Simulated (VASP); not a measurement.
ZnS (Wurtzite-2H): single point with LDA

Crystal: ZnS (Wurtzite-2H).

```
CELL_PARAMETERS angstrom
3.81100 0.00000 0.00000
-1.90550 3.30042 0.00000
0.00000 0.00000 6.23400
ATOMIC_POSITIONS crystal
Zn 0.33333 0.66667 0.00000
Zn 0.66667 0.33333 0.50000
S 0.33333 0.66667 0.38500
S 0.66667 0.33333 0.88500
```

```
Program             : VASP 6.6.1
Task                : single point
Functional          : LDA
Potentials or basis : VASP PAW LDA potentials, release 64 (Zn, S)
Cutoff              : 520 eV
k mesh              : 6 × 6 × 4
Occupations         : gaussian, width 0.01 eV
Spin                : no spin polarisation
```

- Pressure: -3.7 GPa
- Largest force: 0.299 eV/Å
- Band gap on the k mesh: 2.02 eV, direct

Forces in eV/Å, atoms in the order of the input:
```
Zn   0.000  0.000  0.299
Zn   0.000  0.000  0.299
S    0.000  0.000 -0.299
S    0.000  0.000 -0.299
```

Stress tensor (GPa, compression positive):
```
-3.15  0.00  0.00
 0.00 -3.15  0.00
 0.00  0.00 -4.74
```

Levels at points of the mesh, in eV from the valence-band top:
```tsv
k point	band 15	band 16	band 17	band 18	band 19	band 20	band 21	band 22
(0.00, 0.00, 0.00)	-0.88	-0.02	-0.02	0.00	2.02	2.80	6.15	6.15
(0.50, 0.00, 0.00)	-3.22	-2.28	-1.61	-1.00	3.42	4.10	5.00	7.01
(0.00, 0.00, 0.50)	-0.47	-0.47	-0.47	-0.47	3.31	3.31	6.59	6.59
(0.50, 0.00, 0.50)	-1.69	-1.69	-1.56	-1.56	3.41	3.41	4.98	4.98
```

Wall time 53 s on 1 thread of Intel(R) Xeon(R) Platinum 8259CL CPU @ 2.50GHz (Skylake/Cascade Lake) (shared host), peak memory 0.17 GiB.

A hybrid or GW would open this gap; LDA tends to underestimate it.
